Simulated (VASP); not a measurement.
# Te (R-3m) in VASP: notebook, part 2 of 2

VASP 6.6.1. Earlier steps stand in the parts before.

### 3 Single point, PBEsol (32.01 Å³/atom)

Contents of INCAR:

```
ALGO = Normal
EDIFF = 1E-6
ENCUT = 520
GGA = PS
ISIF = 2
ISMEAR = 0
LASPH = True
LCHARG = True
LELF = True
LREAL = False
LVHAR = True
LWAVE = False
NBANDS = 9
NELM = 60
PREC = Accurate
SIGMA = 0.15
```

Contents of KPOINTS:

```
k-points
0
Gamma
  15 15 15
```

Contents of POSCAR:

```
Te
1.0
    2.2704324720      1.3108347989      1.7924652149
   -2.2704324720      1.3108347989      1.7924652149
    0.0000000000     -2.6216695977      1.7924652150
Te
1
Direct
    0.5000000000      0.5000000000      0.5000000000
```

Potentials or basis: VASP PAW PBE potentials, release 64 (Te).

Launch:

```bash
$ cat potpaw_PBE.64/Te/POTCAR > POTCAR
$ mpirun -np 1 vasp_std > vasp.out
```

OUTCAR:

```text
EDIFF = 1E-6
   ENCUT = 520
   GGA = PS
   ISIF = 2
   ISMEAR = 0
   LASPH = True
   LREAL = False
   NELM = 60
   PREC = Accurate

 ion  position               nearest neighbor table
   1  0.500  0.500  0.500-

  LATTYP: Found a trigonal (rhomboedric) cell.
 ALAT       =     3.1758594154
 COS(alpha) =    -0.0221735428

  Lattice vectors:

 A1 = (   2.2704324720,   1.3108347989,   1.7924652149)
 A2 = (  -2.2704324720,   1.3108347989,   1.7924652149)
 A3 = (   0.0000000000,  -2.6216695977,   1.7924652150)
[... 466 lines left out ...]
      9      20.4615      0.00000

 [... further k-points ...]

------------------------ aborting loop because EDIFF is reached ----------------------------------------

  FORCE on cell =-STRESS in cart. coord.  units (eV):
  Direction    XX          YY          ZZ          XY          YZ          ZX
  --------------------------------------------------------------------------------------
  -------------------------------------------------------------------------------------
  Total       -0.2903898     -0.2903898     -0.2621616      0.0000000      0.0000000      0.0000000
  in kB      -14.5356132    -14.5356132    -13.1226353      0.0000000      0.0000000      0.0000000
  external PRESSURE =     -14.0646206 kB  Pullay stress =       0.0000000 kB

 VOLUME and BASIS-vectors are now :
 -----------------------------------------------------------------------------
  energy-cutoff  :      520.00
  volume of cell :       32.01
      direct lattice vectors                 reciprocal lattice vectors
     2.270432472  1.310834799  1.792465215     0.220222361  0.127145440  0.185963627
    -2.270432472  1.310834799  1.792465215    -0.220222361  0.127145440  0.185963627
     0.000000000 -2.621669598  1.792465215     0.000000000 -0.254290879  0.185963627

 POSITION                                       TOTAL-FORCE (eV/Angst)
 -----------------------------------------------------------------------------------
      0.00000      0.00000      2.68870         0.000000      0.000000      0.000000
 -----------------------------------------------------------------------------------
    total drift:                                0.000000      0.000000     -0.000000

  FREE ENERGIE OF THE ION-ELECTRON SYSTEM (eV)
  ---------------------------------------------------
  free  energy   TOTEN  =        -3.5100713281 eV

  energy  without entropy=       -3.5046533653  energy(sigma->0) =       -3.50736235
```

OSZICAR:

```text
N       E                     dE             d eps       ncg     rms          rms(c)
DAV:   1     0.171538840081E+02    0.17154E+02   -0.25352E+03  6200   0.533E+02
DAV:   2    -0.294016254533E+01   -0.20094E+02   -0.19184E+02  8169   0.720E+01
DAV:   3    -0.350503508282E+01   -0.56487E+00   -0.56004E+00  7573   0.150E+01
DAV:   4    -0.350949306967E+01   -0.44580E-02   -0.44573E-02  8655   0.153E+00
DAV:   5    -0.350953521899E+01   -0.42149E-04   -0.42148E-04  7758   0.115E-01    0.787E+00
DAV:   6    -0.350983594663E+01   -0.30073E-03   -0.61035E-04  7799   0.152E-01    0.481E+00
DAV:   7    -0.351006844444E+01   -0.23250E-03   -0.13633E-03  6627   0.224E-01    0.922E-02
DAV:   8    -0.351007019240E+01   -0.17480E-05   -0.38762E-05  7519   0.379E-02    0.437E-02
DAV:   9    -0.351007149530E+01   -0.13029E-05   -0.56839E-06  7620   0.132E-02    0.187E-02
DAV:  10    -0.351007132811E+01    0.16718E-06   -0.21693E-07  4345   0.282E-03
   1 F= -.35100713E+01 E0= -.35073623E+01  d E =-.541796E-02
```

Wall time 15 s (1 thread of Intel Xeon 6975P-C (Granite Rapids), shared host); peak memory 0.21 GiB.

Results:

| Quantity | Value |
| --- | --- |
| Free energy | -3.5101 eV |
| Pressure | -1.4 GPa |
| Band gap on the k mesh | zero (bands 3 and 4 overlap by 5.36 eV) |

Stress tensor (GPa, compression positive):
```
-1.45  0.00  0.00
 0.00 -1.45  0.00
 0.00  0.00 -1.31
```

Caveat: the PAW data sets were made with another functional, which shifts forces and pressure a little; spin-orbit coupling is left out, which moves the levels of the heavy elements.

### 4 Single point, PBEsol (32.01 Å³/atom)

Contents of INCAR:

```
SYSTEM = Te
PREC = Accurate ; ENCUT = 520
EDIFF = 1E-6 ; ISMEAR = 0
SIGMA = 0.15 ; LREAL = .FALSE.
LASPH = .TRUE. ; NELM = 100
ALGO = Normal ; ISIF = 2
LWAVE = .FALSE. ; LCHARG = .FALSE.
GGA = PS ; NBANDS = 9
```

Contents of KPOINTS:

```
Automatic mesh
0
G
  15 15 15
  0 0 0
```

Contents of POSCAR:

```
Te
1.0
    2.2303639300      1.2877012154      1.8574470808
   -2.2303639300      1.2877012154      1.8574470808
    0.0000000000     -2.5754024307      1.8574470809
Te
1
Direct
    0.5000000000      0.5000000000      0.5000000000
```

Launch:

```bash
$ cat potpaw_PBE.64/Te/POTCAR > POTCAR
$ mpirun -np 1 vasp_std > vasp.out
```

Run time: 14 s. Hardware: 1 thread of Intel Xeon 6975P-C (Granite Rapids), shared host; peak memory 0.21 GiB.

The run converged. Its results:

```yaml
Free_energy: -3.5103 eV
Pressure: -1.4 GPa
Band_gap_on_the_k_mesh: zero (bands 3 and 4 overlap by 5.53 eV)
```

Levels at points of the mesh, in eV from the Fermi level:
| k point | band 1 | band 2 | band 3 | band 4 | band 5 | band 6 |
| --- | --- | --- | --- | --- | --- | --- |
| (0.00, 0.00, 0.00) | -13.77 | 1.20 | 1.20 | 1.28 | 6.03 | 6.03 |

Caveat: the PAW data sets were made with another functional, which shifts forces and pressure a little; spin-orbit coupling is left out, which moves the levels of the heavy elements.

### 5 Single point, PBEsol (32.84 Å³/atom)

This run uses another cell than the first one, of 32.84 Å³/atom.

Contents of INCAR:

```
SYSTEM = Te
PREC = Accurate
ENCUT = 520
EDIFF = 1E-6
ISMEAR = 0
SIGMA = 0.15
LREAL = .FALSE.
LASPH = .TRUE.
NELM = 80
ALGO = Normal
ISIF = 2
LWAVE = .FALSE.
LCHARG = .FALSE.
GGA = PS
NBANDS = 9
```

Contents of KPOINTS:

```
regular mesh
0
G
  15 15 15
  0 0 0
```

Contents of POSCAR:

```
Te
1.0
    2.2295356780      1.2872230239      1.9071448189
   -2.2295356780      1.2872230239      1.9071448189
    0.0000000000     -2.5744460476      1.9071448190
Te
1
Direct
    0.5000000000      0.5000000000      0.5000000000
```

Launch:

```bash
$ cat potpaw_PBE.64/Te/POTCAR > POTCAR
$ mpirun -np 1 vasp_std > vasp.out
```

Run time: 14 s. Hardware: 1 thread of Intel Xeon 6975P-C (Granite Rapids), shared host; peak memory 0.21 GiB.

The run converged. Its results:

```yaml
Free_energy: -3.4989 eV
Pressure: -2.7 GPa
Band_gap_on_the_k_mesh: zero (bands 3 and 4 overlap by 5.21 eV)
```

Stress tensor (GPa, compression positive):
```
-2.58  0.00  0.00
 0.00 -2.58  0.00
 0.00  0.00 -2.96
```

Levels at points of the mesh, in eV from the Fermi level:
| k point | band 1 | band 2 | band 3 | band 4 | band 5 | band 6 | band 7 |
| --- | --- | --- | --- | --- | --- | --- | --- |
| (0.00, 0.00, 0.00) | -13.56 | 1.15 | 1.15 | 1.35 | 6.09 | 6.09 | 6.33 |

Caveat: the PAW data sets were made with another functional, which shifts forces and pressure a little; spin-orbit coupling is left out, which moves the levels of the heavy elements.

### 6 Overview

| cell | gap on the mesh (eV) | pressure (GPa) |
| --- | --- | --- |
| a = 3.175 Å, angles 90.3°, 1 atom | none | -1.4 |
| a = 3.176 Å, angles 91.3°, 1 atom | none | -1.4 |
| a = 3.175 Å, angles 89.2°, 1 atom | none | -1.4 |
| a = 3.204 Å, angles 88.2°, 1 atom | none | -2.7 |

Alike in all rows: task single point; level PBEsol; potentials or basis VASP PAW PBE potentials, release 64 (Te); no spin polarisation; k mesh 15 × 15 × 15; cutoff (eV) 520; smearing gaussian 0.15 eV.

Caveats: the PAW data sets were made with another functional, which shifts forces and pressure a little; spin-orbit coupling is left out, which moves the levels of the heavy elements.

Absolute energies hang on the potentials; compare differences alone.
